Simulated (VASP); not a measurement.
Here is a VASP 6.6.1 calculation.

Contents of INCAR:

```
ALGO     = Fast           # electronic algorithm
EDIFF    = 1E-6           # SCF threshold, eV
ENCUT    = 520            # plane-wave cutoff, eV
GGA      = PE             # functional
ISIF     = 2              # what is computed and relaxed
ISMEAR   = 0              # smearing method
LASPH    = True           # aspherical terms in the spheres
LCHARG   = False          # write CHGCAR
LREAL    = False          # projectors in reciprocal space
LWAVE    = False          # write WAVECAR
NBANDS   = 30             # bands
NELM     = 80             # most SCF steps
PREC     = Accurate       # precision mode
SIGMA    = 0.1            # smearing width, eV
```

File KPOINTS:

```
k-points
0
Gamma
  24 24 6
```

Contents of POSCAR:

```
Ag
1.0
    2.9049253812      0.0000000000      0.0000000000
   -1.4524626906      2.5157391762      0.0000000000
    0.0000000000      0.0000000000      9.6400971821
Ag
4
Direct
    0.0000000000      0.0000000000      0.0000000000
    0.0000000000      0.0000000000      0.5000000000
    0.3333333333      0.6666666667      0.2500000000
    0.6666666667      0.3333333333      0.7500000000
```

Potentials or basis: VASP PAW PBE potentials, release 64 (Ag).

Launch:

```bash
$ cat potpaw_PBE.64/Ag/POTCAR > POTCAR
$ mpirun -np 1 vasp_std > vasp.out
```

(1) Predict the pressure.

(2) What does it give for the band gap on the k mesh?

Answers

(1) 1.2 GPa.

(2) zero (bands 22 and 23 overlap by 6.58 eV).

Caveat: the cell differs from its parent crystal (biaxial strain in the a-b plane: -1.0 %).
